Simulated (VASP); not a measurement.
# Pb in VASP: single point with PBE

Aim: the single point of Pb with PBE.

Program: VASP 6.6.1. These are calculated values, not measurements. Logs are shortened: lines on timing, memory, paths and dates and some standing lists are left out, and cuts for length are marked.

**1. The cell of the first run**

The cell holds a slab with vacuum, 2 atoms: a = 3.999 Å, b = 3.999 Å, c = 13.879 Å, α = 90.00°, β = 90.00°, γ = 120.00°.

**2. Single point, PBE (C replaced by Pb, lengths x 1.553, strained)**

INCAR

```
SYSTEM = Pb
  ALGO = Normal
  EDIFF = 1E-6
  ENCUT = 520
  GGA = PE
  ISIF = 2
  ISMEAR = 0
  LASPH = .TRUE.
  LCHARG = .FALSE.
  LREAL = .FALSE.
  LWAVE = .FALSE.
  NBANDS = 21
  NELM = 60
  PREC = Accurate
  SIGMA = 0.1
```

KPOINTS

```
k-points
0
G
  12 12 4
  0 0 0
```

POSCAR

```
Pb
1.0
    3.9993224099      0.0000000000      0.0000000000
   -1.9996612050      3.4635148050      0.0000000000
    0.0000000000      0.0000000000     13.8791026453
Pb
2
Direct
    0.3333333300      0.6666666700      0.0000000000
    0.6666666700      0.3333333300      0.0000000000
```

Potentials or basis: VASP PAW PBE potentials, release 64 (Pb_d).

Command:

```sh
$ cat potpaw_PBE.64/Pb_d/POTCAR > POTCAR
$ mpirun -np 1 vasp_std > vasp.out
```

OUTCAR:

```text
SYSTEM = Pb
   EDIFF = 1E-6
   ENCUT = 520
   GGA = PE
   ISIF = 2
   ISMEAR = 0
   LASPH = .TRUE.
   LREAL = .FALSE.
   NELM = 60
   PREC = Accurate

 ion  position               nearest neighbor table
   1  0.333  0.667  0.000-   2 2.31   2 2.31   2 2.31
   2  0.667  0.333  0.000-   1 2.31   1 2.31   1 2.31

  LATTYP: Found a hexagonal cell.
 ALAT       =     3.9993224099
 C/A-ratio  =     3.4703635323

  Lattice vectors:

 A1 = (   3.9993224099,   0.0000000000,   0.0000000000)
 A2 = (  -1.9996612050,   3.4635148050,   0.0000000000)
 A3 = (   0.0000000000,   0.0000000000,  13.8791026453)

Analysis of symmetry for initial positions (statically):
=====================================================================
 Subroutine PRICEL returns:
 Original cell was already a primitive cell.

 Routine SETGRP: Setting up the symmetry group for a
 hexagonal supercell.

 Subroutine GETGRP returns: Found 24 space group operations
 (whereof 24 operations were pure point group operations)
 out of a pool of 24 trial point group operations.

The static configuration has the point symmetry D_6h.

Analysis of symmetry for dynamics (positions and initial velocities):
=====================================================================
 Subroutine PRICEL returns:
 Original cell was already a primitive cell.

 Routine SETGRP: Setting up the symmetry group for a
 hexagonal supercell.

 Subroutine GETGRP returns: Found 24 space group operations
 (whereof 24 operations were pure point group operations)
 out of a pool of 24 trial point group operations.

The dynamic configuration has the point symmetry D_6h.

 Subroutine INISYM returns: Found 24 space group operations
 (whereof 24 operations are pure point group operations),
 and found     1 'primitive' translations

----------------------------------------------------------------------------------------

                                     Primitive cell

  volume of cell :     192.2493

  direct lattice vectors                    reciprocal lattice vectors
     3.999322410  0.000000000  0.000000000     0.250042357  0.144362022  0.000000000
    -1.999661205  3.463514805  0.000000000     0.000000000  0.288724044  0.000000000
     0.000000000  0.000000000 13.879102645     0.000000000  0.000000000  0.072050768

  length of vectors
     3.999322410  3.999322410 13.879102645     0.288724044  0.288724044  0.072050768

  position of ions in fractional coordinates (direct lattice)
     0.333333330  0.666666670  0.000000000
     0.666666670  0.333333330  0.000000000

  ion indices of the primitive-cell ions
   primitive index   ion index
                 1           1
                 2           2

----------------------------------------------------------------------------------------

 KPOINTS: k-points

Automatic generation of k-mesh.
 Grid dimensions read from file:
 generate k-points for:   12   12    4

 Generating k-lattice:

  Cartesian coordinates                     Fractional coordinates (reciprocal lattice)
     0.020836863  0.012030168  0.000000000     0.083333333  0.000000000  0.000000000
     0.000000000  0.024060337  0.000000000     0.000000000  0.083333333  0.000000000
     0.000000000  0.000000000  0.018012692     0.000000000  0.000000000  0.250000000

  Length of vectors
     0.024060337  0.024060337  0.018012692

  Shift w.r.t. Gamma in fractional coordinates (k-lattice)
     0.000000000  0.000000000  0.000000000

 Subroutine IBZKPT returns following result:
 ===========================================

 Found     57 irreducible k-points:

 Following reciprocal coordinates:
            Coordinates               Weight
  0.000000  0.000000  0.000000      1.000000
  0.083333  0.000000  0.000000      6.000000
  0.166667  0.000000  0.000000      6.000000
  0.250000  0.000000  0.000000      6.000000
  0.333333  0.000000  0.000000      6.000000
  0.416667  0.000000  0.000000      6.000000
[... 16 lines left out ...]
  0.250000  0.000000  0.250000     12.000000
  0.333333  0.000000  0.250000     12.000000
 [... further k-points ...]
   k-points           NKPTS =     57   k-points in BZ     NKDIM =     57   number of bands    NBANDS=     21
   number of dos      NEDOS =    301   number of ions     NIONS =      2
   total plane-waves  NPLWV =  97200
   dimension x,y,z NGX =    30 NGY =   30 NGZ =  108
   dimension x,y,z NGXF=    60 NGYF=   60 NGZF=  216
   ions per type =               2
   NGX,Y,Z   is equivalent  to a cutoff of  12.47, 12.47, 12.94 a.u.
   NGXF,Y,Z  is equivalent  to a cutoff of  24.94, 24.94, 25.87 a.u.
 SYSTEM =  Pb
   PREC   = accura    normal or accurate (medium, high low for compatibility)
   ISTART =      0    job   : 0-new  1-cont  2-samecut
   ICHARG =      2    charge: 1-file 2-atom 10-const
   ISPIN  =      1    spin polarized calculation?
   LNONCOLLINEAR =      F non collinear calculations
   LSORBIT =      F    spin-orbit coupling
   LASPH  =      T    aspherical Exc in radial PAW
   ENCUT  =  520.0 eV  38.22 Ry    6.18 a.u.   7.44  7.44 25.81*2*pi/ulx,y,z
   NELM   =     60;   NELMIN=  2; NELMDL= -5     # of ELM steps
   EDIFF  = 0.1E-05   stopping-criterion for ELM
   LREAL  =      F    real-space projection
   EDIFFG = 0.1E-04   stopping-criterion for IOM
   NSW    =      0    number of steps for IOM
   IBRION =     -1    ionic relax: 0-MD 1-quasi-New 2-CG
   NFREE  =      0    steps in history (QN), initial steepest desc. (CG)
   ISIF   =      2    stress and relaxation
   ISYM   =      2    0-nonsym 1-usesym 2-fastsym
   POTIM  = 0.5000    time-step for ionic-motion
   TEBEG  =    0.0;   TEEND  =   0.0 temperature during run
   PSTRESS=    0.0 pullay stress
   NELECT =      28.0000    total number of electrons
   NUPDOWN=      -1.0000    fix difference up-down
   EMIN   =  10.00;   EMAX   =-10.00  energy-range for DOS
   EFERMI =   0.00;   METHOD = LEGACY
   ISMEAR =     0;   SIGMA  =   0.10  broadening in eV -4-tet -1-fermi 0-gaus
   EFERMI_NEDOS =   21; number of points for ismear=-14 and -15
   IALGO  =     38    algorithm
   IMIX   =      4    mixing-type and parameters
     AMIX     =   0.40;   BMIX     =  1.00
     AMIX_MAG =   1.60;   BMIX_MAG =  1.00
  volume/ion in A,a.u.               =      96.12       648.68
  Fermi-wavevector in a.u.,A,eV,Ry     =   0.861336  1.627689 10.094156  0.741900
  Thomas-Fermi vector in A             =   1.978974
   LORBIT       =      0    0 simple, 1 ext, 2 COOP (PROOUT), +10 PAW based schemes
   GGA     = PE    functional components
   LHFCALC =     F    Hartree Fock is set to
   AEXX    =    0.0000 exact exchange contribution
   IVDW    =     0    specifies the selected vdW correction
   LEPSILON=     F    determine dielectric tensor
   LRPA    =     F    only Hartree local field effects (RPA)
 non-spin polarized calculation
 Gauss-broadening in eV      SIGMA  =   0.10
  energy-cutoff  :      520.00
  volume of cell :      192.25
 maximum number of plane-waves:      5212
 NGX is ok and might be reduce to    30
   NGX = 15   NGY = 15   NGZ = 51

 number of electron      27.9999996 magnetization

 Free energy of the ion-electron system (eV)
  ---------------------------------------------------
  ext. energy  EPLUGINS =         0.00000000
  ---------------------------------------------------
  free energy    TOTEN  =         0.89180714 eV

  energy without entropy =        0.89231866  energy(sigma->0) =        0.89206290

 E-fermi :   0.0738     XC(G=0):  -3.6755

 val. band max:       -0.0589677718   @ k =   0.3333   0.3333   0.2500
 cond. band min:       0.1830352191   @ k =   0.0000   0.0000   0.2500
 fundamental gap:      0.2420029909
 Fermi energy:         0.0737755261

 k-point     1 :       0.0000    0.0000    0.0000
  band No.  band energies     occupation
      1     -20.2350      2.00000
      2     -19.6885      2.00000
      3     -19.6885      2.00000
      4     -19.2329      2.00000
      5     -19.2329      2.00000
      6     -18.6177      2.00000
[... 13 lines left out ...]
     20       5.1338      0.00000
     21       5.3048      0.00000

 k-point     2 :       0.0833    0.0000    0.0000
  band No.  band energies     occupation
      1     -20.2419      2.00000
      2     -19.8095      2.00000
      3     -19.7856      2.00000
      4     -19.2453      2.00000
      5     -19.2187      2.00000
      6     -18.4868      2.00000
[... 13 lines left out ...]
     20       5.5916      0.00000
     21       6.3762      0.00000

 k-point     3 :       0.1667    0.0000    0.0000
  band No.  band energies     occupation
      1     -20.3064      2.00000
      2     -20.0489      2.00000
      3     -19.9240      2.00000
      4     -19.2781      2.00000
      5     -19.1782      2.00000
      6     -18.2200      2.00000
[... 13 lines left out ...]
     20       5.2398      0.00000
     21       6.6810      0.00000

 k-point     4 :       0.2500    0.0000    0.0000
  band No.  band energies     occupation
      1     -20.4731      2.00000
      2     -20.2830      2.00000
      3     -19.9478      2.00000
      4     -19.3208      2.00000
      5     -19.1172      2.00000
      6     -17.9807      2.00000
[... 13 lines left out ...]
     20       6.7632      0.00000
     21       7.1214      0.00000

 k-point     5 :       0.3333    0.0000    0.0000
  band No.  band energies     occupation
      1     -20.6498      2.00000
      2     -20.4667      2.00000
      3     -19.9129      2.00000
      4     -19.3611      2.00000
      5     -19.0474      2.00000
      6     -17.9680      2.00000
[... 13 lines left out ...]
     20       6.7574      0.00000
     21       7.4534      0.00000

 k-point     6 :       0.4167    0.0000    0.0000
  band No.  band energies     occupation
      1     -20.7709      2.00000
      2     -20.5820      2.00000
      3     -19.8767      2.00000
      4     -19.3895      2.00000
      5     -18.9879      2.00000
      6     -18.0536      2.00000
[... 13 lines left out ...]
     20       6.2450      0.00000
     21       6.4765      0.00000

 k-point     7 :       0.5000    0.0000    0.0000
  band No.  band energies     occupation
      1     -20.8132      2.00000
      2     -20.6212      2.00000
      3     -19.8624      2.00000
      4     -19.3996      2.00000
      5     -18.9636      2.00000
      6     -18.0873      2.00000
[... 13 lines left out ...]
     20       6.5015      0.00000
     21       7.0790      0.00000
[... 291 lines left out ...]
      1     -20.2350      2.00000
      2     -19.6885      2.00000
      3     -19.6885      2.00000
      4     -19.2329      2.00000
      5     -19.2329      2.00000
      6     -18.6177      2.00000
[... 13 lines left out ...]
     20       5.1338      0.00000
     21       5.2811      0.00000

 k-point    21 :       0.0833    0.0000    0.2500
  band No.  band energies     occupation
      1     -20.2419      2.00000
      2     -19.8095      2.00000
      3     -19.7856      2.00000
      4     -19.2453      2.00000
      5     -19.2187      2.00000
      6     -18.4868      2.00000
[... 13 lines left out ...]
     20       5.5916      0.00000
     21       6.0816      0.00000

 k-point    22 :       0.1667    0.0000    0.2500
  band No.  band energies     occupation
      1     -20.3064      2.00000
      2     -20.0489      2.00000
      3     -19.9240      2.00000
      4     -19.2781      2.00000
      5     -19.1782      2.00000
      6     -18.2200      2.00000
[... 13 lines left out ...]
     20       5.2441      0.00000
     21       6.3516      0.00000

 k-point    23 :       0.2500    0.0000    0.2500
  band No.  band energies     occupation
      1     -20.4731      2.00000
      2     -20.2830      2.00000
      3     -19.9478      2.00000
      4     -19.3208      2.00000
      5     -19.1172      2.00000
      6     -17.9807      2.00000
[... 13 lines left out ...]
     20       6.6289      0.00000
     21       6.8421      0.00000

 k-point    24 :       0.3333    0.0000    0.2500
  band No.  band energies     occupation
      1     -20.6498      2.00000
      2     -20.4667      2.00000
      3     -19.9129      2.00000
      4     -19.3611      2.00000
      5     -19.0474      2.00000
      6     -17.9680      2.00000
[... 13 lines left out ...]
     20       6.7475      0.00000
     21       7.4664      0.00000

 [... further k-points ...]

------------------------ aborting loop because EDIFF is reached ----------------------------------------

  FORCE on cell =-STRESS in cart. coord.  units (eV):
  Direction    XX          YY          ZZ          XY          YZ          ZX
  --------------------------------------------------------------------------------------
  -------------------------------------------------------------------------------------
  Total       36.6915226     36.6915226     -0.0335624     -0.0000000     -0.0000000     -0.0000000
  in kB      305.7816814    305.7816814     -0.2797037     -0.0000000     -0.0000000     -0.0000000
  external PRESSURE =     203.7612197 kB  Pullay stress =       0.0000000 kB

 VOLUME and BASIS-vectors are now :
 -----------------------------------------------------------------------------
  energy-cutoff  :      520.00
  volume of cell :      192.25
      direct lattice vectors                 reciprocal lattice vectors
     3.999322410  0.000000000  0.000000000     0.250042357  0.144362022  0.000000000
    -1.999661205  3.463514805  0.000000000     0.000000000  0.288724044  0.000000000
     0.000000000  0.000000000 13.879102645     0.000000000  0.000000000  0.072050768

 POSITION                                       TOTAL-FORCE (eV/Angst)
 -----------------------------------------------------------------------------------
     -0.00000      2.30901      0.00000        -0.000000      0.000000      0.000000
      1.99966      1.15450      0.00000         0.000000      0.000000      0.000000
 -----------------------------------------------------------------------------------
    total drift:                               -0.000000      0.000000     -0.000000

  FREE ENERGIE OF THE ION-ELECTRON SYSTEM (eV)
  ---------------------------------------------------
  free  energy   TOTEN  =         0.8918071417 eV

  energy  without entropy=        0.8923186598  energy(sigma->0) =        0.89206290
```

Run time: 2.6 min. Hardware: 1 thread of Intel Xeon 6975P-C (Granite Rapids), shared host; peak memory 0.4 GiB.

Results:

```yaml
Free_energy: 0.8918 eV
Band_gap_on_the_k_mesh: zero (band 14 reaches 0.18 eV, above the bottom of band 15 at -0.06 eV)
```

Caveat: the cell differs from its parent crystal (C replaced by Pb, lengths x 1.553, strained); spin-orbit coupling is left out, which moves the levels of the heavy elements.
